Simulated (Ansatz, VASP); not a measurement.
**Cs3Pt: VASP beside Ansatz**

```xyz
4
Lattice="5.7777 0.0000 0.0000 0.0000 5.7777 0.0000 0.0000 0.0000 5.7777" Properties=species:S:1:pos:R:3 pbc="T T T"
Pt    2.8888    2.8888    2.8888
Cs    2.8888    0.0000    0.0000
Cs    0.0000    2.8888    0.0000
Cs    0.0000    0.0000    2.8888
```

Alike in both runs: functional r2SCAN; k mesh 5 × 5 × 5; occupations methfessel-paxton of order 1, width 0.2 eV; no spin polarisation.

|  | VASP | Ansatz |
| --- | --- | --- |
| version | VASP 6.6.1 | Ansatz 0.2.0 |
| potentials or method | VASP PAW PBE potentials, release 64 (Pt, Cs_sv) | Ansatz PAW |
| plane-wave cutoff (eV) | 520 | 500 |
| valence electrons in the cell | 37 | 45 |
| task | single point | band structure |

```tsv
	VASP	Ansatz	Ansatz less VASP
gap on the k mesh at the Fermi level (eV)	none	none	-
pressure (GPa)	-0.7	-0.8	-0.04
```

VASP's potentials were made for PBE, not for r2SCAN. A gap of «none» marks a metal or a gap that the smearing closes. VASP's potentials hold 37 valence electrons a cell and Ansatz's 45, so a difference there can come from the potentials and not from the codes.

Neither program's run includes spin-orbit coupling.
